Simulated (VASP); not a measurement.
# FeO: density of states with PBE+U

FeO:

```
CELL_PARAMETERS angstrom
2.65292 -1.62413 0.02475
2.65292 1.62413 0.02475
-1.31471 0.00000 5.05472
ATOMIC_POSITIONS crystal
Fe 0.50000 0.50000 0.50000
Fe 0.00000 0.00000 0.00000
O 0.75000 0.75000 0.25000
O 0.25000 0.25000 0.75000
```

| Property | Result |
| --- | --- |
| Program | VASP 6.6.1 |
| Task | density of states |
| Functional | PBE |
| Potentials or basis | VASP PAW PBE potentials, release 64 (Fe, O) |
| Cutoff | 520 eV |
| k mesh | 10 × 10 × 6 |
| Occupations | gaussian, width 0.02 eV |
| Spin | collinear spin, antiferromagnetic start |
| Starting moments | [-3.74, 3.74, 0.0, 0.0] μB |
| Hubbard terms | Fe d U = 5.3 eV |
| Dipole correction | no |
| k mesh for the DOS | 15 × 15 × 9 |
| Occupations for the DOS | tetrahedron |
| Further INCAR settings | ALGO = Normal; EDIFF = 1e-06; NBANDS = 26 |

- Net moment: 0.00 μB per cell
- Site moments: Fe -3.76, +3.76; O +0.00 μB
- Valence electrons inside the program's atomic spheres: Fe 6.71; O 5.00

Levels at points of the mesh, in eV from the valence-band top:
Spin up:
```
           k point  band 11  band 12  band 13  band 14  band 15  band 16  band 17  band 18
(0.00, 0.00, 0.00)    -1.04    -1.02    -0.87    -0.25     2.14     4.35     4.39     5.06
```
Spin down:
| k point | band 12 | band 13 | band 14 | band 15 | band 16 | band 17 |
| --- | --- | --- | --- | --- | --- | --- |
| (0.00, 0.00, 0.00) | -1.02 | -0.87 | -0.25 | 2.14 | 4.35 | 4.39 |

Eigenvalues of the final occupation matrices:
```tsv
site	spin	trace	eigenvalues
site 1 d	1	1.20	0.03 0.03 0.06 0.13 0.96
site 1 d	2	4.93	0.97 0.97 0.97 1.00 1.02
site 2 d	1	4.93	0.97 0.97 0.97 1.00 1.02
site 2 d	2	1.20	0.03 0.03 0.06 0.13 0.96
```

It took 26 min on 1 thread of AMD EPYC 7R43 64-Core Processor (Zen 3), with other jobs on the host, peak memory 0.8 GiB.

The state reached can hang on the start; a lower one may exist.
